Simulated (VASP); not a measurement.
# AlGeIr3 (Pm-3m) in VASP: single point with PBE

Aim: the single point of AlGeIr3 with PBE.

Program: VASP 6.6.1. These are calculated values, not measurements. Logs are shortened: lines on timing, memory, paths and dates and some standing lists are left out, and cuts for length are marked.

## Step 1: The cell of the first run

The structure is cubic, space group Pm-3m (No. 221). Conventional cell: a = 4.401 Å, b = 4.401 Å, c = 4.401 Å, α = 90.00°, β = 90.00°, γ = 90.00°. Al (site symmetry m-3m) has 12 Ir at 3.11 Å and 8 Ge at 3.81 Å within 4.1 Å. Ge (site symmetry m-3m) has 6 Ir at 2.20 Å within 2.9 Å. Within 2.9 Å of Ir (site symmetry 4/mmm) lie 2 Ge at 2.20 Å.

The cell was generated, and may not be a known phase.

## Step 2: Single point, PBE

Contents of INCAR:

```
SYSTEM = AlGeIr3
  ALGO = Normal
  EDIFF = 1E-6
  ENCUT = 560
  GGA = PE
  GGA_COMPAT = .False.
  ISIF = 2
  ISMEAR = 0
  LASPH = .True.
  LCHARG = .True.
  LELF = .True.
  LREAL = .False.
  LVHAR = .True.
  LWAVE = .False.
  NBANDS = 42
  NELM = 120
  PREC = Accurate
  SIGMA = 0.1
```

Contents of KPOINTS:

```
k-points
0
Gamma
  4 4 4
  0 0 0
```

Contents of POSCAR:

```
AlGeIr3
1.0
    4.4007431600      0.0000000000      0.0000000000
    0.0000000000      4.4007431600      0.0000000000
    0.0000000000      0.0000000000      4.4007431600
Al Ge Ir
1 1 3
Direct
    0.5000000000      0.5000000000      0.5000000000
    0.0000000000      0.0000000000      0.0000000000
    0.5000000000      0.0000000000      0.0000000000
    0.0000000000      0.5000000000      0.0000000000
    0.0000000000      0.0000000000      0.5000000000
```

Potentials or basis: VASP PAW PBE potentials, release 64 (Al, Ge_d, Ir_sv_GW).

Command:

```console
$ cat potpaw_PBE.64/Al/POTCAR potpaw_PBE.64/Ge_d/POTCAR potpaw_PBE.64/Ir_sv_GW/POTCAR > POTCAR
$ mpirun -np 1 vasp_std > vasp.out
```

OUTCAR:

```text
SYSTEM = AlGeIr3
   EDIFF = 1E-6
   ENCUT = 560
   GGA = PE
   ISIF = 2
   ISMEAR = 0
   LASPH = .True.
   LREAL = .False.
   NELM = 120
   PREC = Accurate

 ion  position               nearest neighbor table
   1  0.500  0.500  0.500-   3 3.11   4 3.11   5 3.11   3 3.11   4 3.11   3 3.11   5 3.11   3 3.11
                             4 3.11   5 3.11   4 3.11   5 3.11
   2  0.000  0.000  0.000-   3 2.20   4 2.20   5 2.20   5 2.20   4 2.20   3 2.20
   3  0.500  0.000  0.000-   2 2.20   2 2.20   4 3.11   5 3.11   1 3.11   5 3.11   1 3.11   4 3.11
                             1 3.11   1 3.11   4 3.11   5 3.11   5 3.11   4 3.11
   4  0.000  0.500  0.000-   2 2.20   2 2.20   3 3.11   5 3.11   1 3.11   5 3.11   1 3.11   3 3.11
                             5 3.11   5 3.11   1 3.11   3 3.11   1 3.11   3 3.11
   5  0.000  0.000  0.500-   2 2.20   2 2.20   3 3.11   4 3.11   1 3.11   3 3.11   4 3.11   1 3.11
                             4 3.11   4 3.11   1 3.11   3 3.11   3 3.11   1 3.11

  LATTYP: Found a simple cubic cell.
 ALAT       =     4.4007431600

  Lattice vectors:

 A1 = (   4.4007431600,   0.0000000000,   0.0000000000)
 A2 = (   0.0000000000,   4.4007431600,   0.0000000000)
 A3 = (   0.0000000000,   0.0000000000,   4.4007431600)

Analysis of symmetry for initial positions (statically):
=====================================================================
 Subroutine PRICEL returns:
 Original cell was already a primitive cell.

 Routine SETGRP: Setting up the symmetry group for a
 simple cubic supercell.

 Subroutine GETGRP returns: Found 48 space group operations
 (whereof 48 operations were pure point group operations)
 out of a pool of 48 trial point group operations.

The static configuration has the point symmetry O_h .

Analysis of symmetry for dynamics (positions and initial velocities):
=====================================================================
 Subroutine PRICEL returns:
 Original cell was already a primitive cell.

 Routine SETGRP: Setting up the symmetry group for a
 simple cubic supercell.

 Subroutine GETGRP returns: Found 48 space group operations
 (whereof 48 operations were pure point group operations)
 out of a pool of 48 trial point group operations.

The dynamic configuration has the point symmetry O_h .

 Subroutine INISYM returns: Found 48 space group operations
 (whereof 48 operations are pure point group operations),
 and found     1 'primitive' translations

----------------------------------------------------------------------------------------

                                     Primitive cell

  volume of cell :      85.2272

[... 85 lines left out ...]
   ISIF   =      2    stress and relaxation
   ISYM   =      2    0-nonsym 1-usesym 2-fastsym
   POTIM  = 0.5000    time-step for ionic-motion
   TEBEG  =    0.0;   TEEND  =   0.0 temperature during run
   PSTRESS=    0.0 pullay stress
   NELECT =      68.0000    total number of electrons
   NUPDOWN=      -1.0000    fix difference up-down
   EMIN   =  10.00;   EMAX   =-10.00  energy-range for DOS
   EFERMI =   0.00;   METHOD = LEGACY
   ISMEAR =     0;   SIGMA  =   0.10  broadening in eV -4-tet -1-fermi 0-gaus
   EFERMI_NEDOS =   21; number of points for ismear=-14 and -15
   IALGO  =     38    algorithm
   IMIX   =      4    mixing-type and parameters
     AMIX     =   0.40;   BMIX     =  1.00
     AMIX_MAG =   1.60;   BMIX_MAG =  1.00
  volume/ion in A,a.u.               =      17.05       115.03
  Fermi-wavevector in a.u.,A,eV,Ry     =   1.518396  2.869353 31.368600  2.305527
  Thomas-Fermi vector in A             =   2.627523
   LORBIT       =      0    0 simple, 1 ext, 2 COOP (PROOUT), +10 PAW based schemes
   GGA     = PE    functional components
   LHFCALC =     F    Hartree Fock is set to
   AEXX    =    0.0000 exact exchange contribution
   IVDW    =     0    specifies the selected vdW correction
   LEPSILON=     F    determine dielectric tensor
   LRPA    =     F    only Hartree local field effects (RPA)
 non-spin polarized calculation
 Gauss-broadening in eV      SIGMA  =   0.10
  energy-cutoff  :      560.00
  volume of cell :       85.23
 maximum number of plane-waves:      2562
 NGX is ok and might be reduce to    36
   NGX = 17   NGY = 17   NGZ = 17

 number of electron      68.0000017 magnetization

 Free energy of the ion-electron system (eV)
  ---------------------------------------------------
  ext. energy  EPLUGINS =         0.00000000
  ---------------------------------------------------
  free energy    TOTEN  =       -31.61188112 eV

  energy without entropy =      -31.60293412  energy(sigma->0) =      -31.60740762

 E-fermi :   8.7758     XC(G=0): -12.1694

 val. band max:        8.7395897295   @ k =   0.2500   0.2500   0.2500
 cond. band min:       9.0014087506   @ k =   0.0000   0.0000   0.0000
 fundamental gap:      0.2618190211
 Fermi energy:         8.7758474914

 k-point     1 :       0.0000    0.0000    0.0000
  band No.  band energies     occupation
      1     -83.1661      2.00000
      2     -83.1563      2.00000
      3     -83.1563      2.00000
      4     -40.5551      2.00000
      5     -40.5551      2.00000
      6     -40.5551      2.00000
[... 439 lines left out ...]
     41      18.2741      0.00000
     42      18.2741      0.00000

------------------------ aborting loop because EDIFF is reached ----------------------------------------

  FORCE on cell =-STRESS in cart. coord.  units (eV):
  Direction    XX          YY          ZZ          XY          YZ          ZX
  --------------------------------------------------------------------------------------
  -------------------------------------------------------------------------------------
  Total        7.4750986      7.4750986      7.4750986      0.0000000      0.0000000     -0.0000000
  in kB      140.5236558    140.5236558    140.5236558      0.0000000      0.0000000     -0.0000000
  external PRESSURE =     140.5236558 kB  Pullay stress =       0.0000000 kB

 VOLUME and BASIS-vectors are now :
 -----------------------------------------------------------------------------
  energy-cutoff  :      560.00
  volume of cell :       85.23
      direct lattice vectors                 reciprocal lattice vectors
     4.400743160  0.000000000  0.000000000     0.227234347  0.000000000  0.000000000
     0.000000000  4.400743160  0.000000000     0.000000000  0.227234347  0.000000000
     0.000000000  0.000000000  4.400743160     0.000000000  0.000000000  0.227234347

 POSITION                                       TOTAL-FORCE (eV/Angst)
 -----------------------------------------------------------------------------------
      2.20037      2.20037      2.20037         0.000000      0.000000      0.000000
      0.00000      0.00000      0.00000         0.000000      0.000000      0.000000
      2.20037      0.00000      0.00000         0.000000      0.000000      0.000000
      0.00000      2.20037      0.00000         0.000000      0.000000      0.000000
      0.00000      0.00000      2.20037         0.000000      0.000000      0.000000
 -----------------------------------------------------------------------------------
    total drift:                                0.000000      0.000000     -0.000000

  FREE ENERGIE OF THE ION-ELECTRON SYSTEM (eV)
  ---------------------------------------------------
  free  energy   TOTEN  =       -31.6118811232 eV

  energy  without entropy=      -31.6029341190  energy(sigma->0) =      -31.60740762
```

stdout:

```text
POSCAR found type information on POSCAR AlGeIr
 POSCAR found :  3 types and       5 ions
 scaLAPACK will be used
 LDA part: xc-table for (Slater+PW92), standard interpolation
 POSCAR, INCAR and KPOINTS ok, starting setup
 FFT: planning ... GRIDC
 FFT: planning ... GRID_SOFT
 FFT: planning ... GRID
 WAVECAR not read
 entering main loop
```

It took 30 s on 1 thread of Intel Xeon 6975P-C (Granite Rapids), shared host; peak memory 0.22 GiB.

What came out:

```yaml
Free_energy: -31.6119 eV
Pressure: 14.1 GPa
Band_gap_on_the_k_mesh: zero (bands 34 and 35 overlap by 0.10 eV)
```

Caveat: the cell stands under pressure; spin-orbit coupling is left out, which moves the levels of the heavy elements.

The gap in the log of VASP goes by the Fermi energy; the results here count the filled bands.